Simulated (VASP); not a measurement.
Bi:

```
Bi
1.0
     3.44145   -3.09024    0.00000
     3.44145    3.09024    0.00000
    -1.24320    0.00000    3.07147
Bi
2
Direct
  0.24694 0.24694 0.14262
  0.75306 0.75306 0.85738
```

This cell differs from its parent crystal: functional pbesol, volume scaled by 0.96.

Base run:

- Program: VASP 6.6.1
- Functional: PBEsol
- Potentials or basis: VASP PAW PBE potentials, release 64 (Bi_d)
- Cutoff: 520 eV
- k mesh: 9 × 9 × 13
- Occupations: fermi-dirac, width 0.05 eV
- Spin: no spin polarisation

Its results: band gap on the k mesh zero (band 15 reaches 10.37 eV, above the bottom of band 16 at 5.18 eV); pressure -0.5 GPa; largest force 0.004 eV/Å.

The run is repeated on the same cell with these changes: functional from PBEsol to PBE. What comes out?

Band gap on the k mesh zero (band 15 reaches 10.55 eV, above the bottom of band 16 at 5.36 eV); pressure 2.2 GPa; largest force 0.018 eV/Å.

PBE binds less tightly than PBEsol, so the same cell stands under more pressure.

Caveats: spin-orbit coupling is left out, which moves the levels of the heavy elements; the PAW data sets were made with another functional, which shifts forces and pressure a little (some runs).
